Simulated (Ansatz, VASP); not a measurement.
Yb in VASP and in Ansatz

Contents of INCAR:

```
PREC = Accurate
ENCUT = 520
EDIFF = 1E-6
ISMEAR = -1
SIGMA = 0.05
LREAL = F
LASPH = T
NELM = 150
ALGO = Normal
ISIF = 2
LWAVE = F
LCHARG = F
ISPIN = 2
MAGMOM = 2 2
LORBIT = 11
NUPDOWN = 4.0
LMAXMIX = 6
GGA = PS
NBANDS = 35
```

File KPOINTS:

```
regular mesh
0
Gamma
  7 7 4
```

Contents of POSCAR:

```
Yb
1.0
    3.8799000000      0.0000000000      0.0000000000
   -1.9399500000      3.3600919641      0.0000000000
    0.0000000000      0.0000000000      6.3859000000
Yb
2
Direct
    0.6666666667      0.3333333333      0.7500000000
    0.3333333333      0.6666666667      0.2500000000
```

File input.yaml:

```yaml
crystal:
  lattice:
    - [3.8799, 0.0, 0.0]
    - [-1.93995, 3.3600919641, 0.0]
    - [0.0, 0.0, 6.3859]
  atoms:
    - { symbol: Yb, position: [0.6666666667, 0.3333333333, 0.75], spin: 2.0 }
    - { symbol: Yb, position: [0.3333333333, 0.6666666667, 0.25], spin: 2.0 }
hamiltonian:
  xc: pbesol
  pseudopotentials: { kind: paw }
magnetization:
  spin_polarized: true
  initial_magnetization: 4.0
  spin_locking: { lock_magnetization: hard }
kpoints:
  mp_grid: { grid: [7, 7, 4] }
scf:
  occupations: { method: fermi_dirac, width: 0.05 }
  lower_state_search: "off"
output:
  forces: true
  stress: true
  eigenvalues: true
  write_density: true
  write_potential: true
  elf: true
  volumetric_format: npy
```

Alike in both runs: task single point; functional PBEsol; k mesh 7 × 7 × 4; occupations fermi-dirac, width 0.05 eV; collinear spin; fixed moment 4 μB.

```csv
,VASP,Ansatz
version,VASP 6.6.1,Ansatz 0.2.0
potentials or method,"VASP PAW PBE potentials, release 64 (Yb)",Ansatz PAW
plane-wave cutoff (eV),520,420
valence electrons in the cell,48,48
```

```tsv
	VASP	Ansatz	Ansatz less VASP
pressure (GPa)	-3.7	-3.9	-0.21
traceless stress, the component that is largest in VASP (GPa)	-1.26	-1.20	+0.067
net moment per atom (μB)	2.00	2.00	0.000
size of the moment on the site where the two differ most (μB)	0.88	1.27	+0.395
```

VASP's potentials were made for PBE, not for PBEsol. Site moments also hang on the region over which each program counts them.

Spin-orbit coupling is off throughout.
